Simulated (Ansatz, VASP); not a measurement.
**Two plane-wave programs on MoPbS4**

```
CELL_PARAMETERS angstrom
7.75726 0.00000 0.00000
0.00000 7.75726 0.00000
0.00000 0.00000 3.00071
ATOMIC_POSITIONS crystal
Mo 0.00000 0.00000 0.00000
Pb 0.50000 0.50000 0.00000
S 0.12782 0.50000 0.00000
S 0.87218 0.50000 0.00000
S 0.50000 0.12782 0.00000
S 0.50000 0.87218 0.00000
```

Alike in both runs: functional PBE; k mesh 2 × 2 × 6; occupations gaussian, width 0.1 eV; collinear spin.

Ansatz relaxed the structure, and its values are those at the end. VASP's run is a single point on that final structure, the one shown.

|  | VASP | Ansatz |
| --- | --- | --- |
| version | VASP 6.6.1 | Ansatz 0.2.0 |
| potentials or method | VASP PAW PBE potentials, release 64 (Mo_sv, Pb_d, S), cutoff 520 eV | scalar-relativistic, plane waves, PAW |
| valence electrons in the cell | 52 | 52 |

```tsv
	VASP	Ansatz	Ansatz less VASP
gap on the k mesh at the Fermi level (eV)	none	none	-
pressure (GPa)	-0.4	-0.2	+0.21
rms of the force components (eV/Å)	0.083	0.005	-0.0782
net moment per atom (μB)	0.74	0.74	0.000
size of the moment on the site where the two differ most (μB)	3.52	3.43	-0.090
```

Site moments also hang on the region over which each program counts them. A gap of «none» marks a metal or a gap that the smearing closes. With one functional, cell and mesh, what is left measures potentials, basis and numerics.

The k mesh is coarse, so the values compare programs but aren't converged. Spin-orbit coupling is off throughout.
